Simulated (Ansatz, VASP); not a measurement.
# ZrC in VASP and in Ansatz

Contents of INCAR:

```
PREC     = Accurate       # precision mode
ENCUT    = 520            # plane-wave cutoff, eV
EDIFF    = 1E-7           # SCF threshold, eV
ISMEAR   = -1             # smearing method
SIGMA    = 0.05           # smearing width, eV
LREAL    = F              # projectors in reciprocal space
LASPH    = T              # aspherical terms in the spheres
NELM     = 150            # most SCF steps
ALGO     = Normal         # electronic algorithm
ISIF     = 2              # what is computed and relaxed
LWAVE    = F              # write WAVECAR
LCHARG   = F              # write CHGCAR
LMAXMIX  = 4              # l up to which the mixer works
LDAU     = T              # DFT+U
LDAUTYPE = 2            
LDAUL    = 2 -1           # shell
LDAUU    = 6 0            # U, eV
LDAUJ    = 0 0          
LDAUPRINT= 1            
GGA      = PS             # functional
NBANDS   = 24             # bands
```

The input KPOINTS:

```
Automatic mesh
0
Gamma
  9 9 5
```

File POSCAR:

```
ZrC
1.0
    3.3914762718      0.0000000000      0.0000000000
   -1.6957381359      2.9371046077      0.0000000000
    0.0000000000      0.0000000000      5.2900530000
Zr C
2 2
Direct
    0.6666666667      0.3333333333      0.7500000000
    0.3333333333      0.6666666667      0.2500000000
    0.0000000000      0.0000000000      0.5000000000
    0.0000000000      0.0000000000      0.0000000000
```

File input.yaml:

```yaml
crystal:
  lattice:
    - [3.3914762718, 0.0, 0.0]
    - [-1.6957381359, 2.9371046077, 0.0]
    - [0.0, 0.0, 5.290053]
  atoms:
    - { symbol: Zr, position: [0.6666666667, 0.3333333333, 0.75] }
    - { symbol: Zr, position: [0.3333333333, 0.6666666667, 0.25] }
    - { symbol: C, position: [0.0, 0.0, 0.5] }
    - { symbol: C, position: [0.0, 0.0, 0.0] }
kpoints:
  mp_grid: { grid: [9, 9, 5] }
scf:
  occupations: { method: fermi_dirac, width: 0.05 }
hamiltonian:
  xc: pbesol
  pseudopotentials: { kind: all_electron, lapw: { basis_error: 0.002 } }
  hubbard:
    sites: [{ species: Zr, l: d, u_eff: 6 }]
    double_counting: fll
    projectors: ortho-atomic
output:
  forces: true
  stress: true
  eigenvalues: true
  dos: { projected: false, de: 0.1, e_range: [-14, 10] }
  hubbard: {}
```

Alike in both runs: functional PBEsol; k mesh 9 × 9 × 5; occupations fermi-dirac, width 0.05 eV; no spin polarisation; Hubbard terms Zr d U = 6.0 eV.

```csv
,VASP,Ansatz
version,VASP 6.6.1,Ansatz 0.2.0
potentials or method,"VASP PAW PBE potentials, release 64 (Zr_sv, C), cutoff 520 eV","all-electron LAPW, scalar-relativistic"
task,single point,density of states
```

Ansatz gave:

- gap on the k mesh at the Fermi level (eV): none
- pressure (GPa): 0.1
- traceless stress, the component that is largest in VASP (GPa): 6.06

Q: What did VASP give for the same quantities?

A: gap on the k mesh at the Fermi level (eV): none; pressure (GPa): 9.3; traceless stress, the component that is largest in VASP (GPa): 3.57.

VASP's potentials were made for PBE, not for PBEsol. The programs project onto different local orbitals, so the same U acts differently, and such runs can settle in different states. A gap of «none» marks a metal or a gap that the smearing closes. Ansatz ran all-electron here, and VASP with PAW potentials.

Noted on Ansatz's run: U is the effective U less J, on atomic orbitals that reach past the spheres.
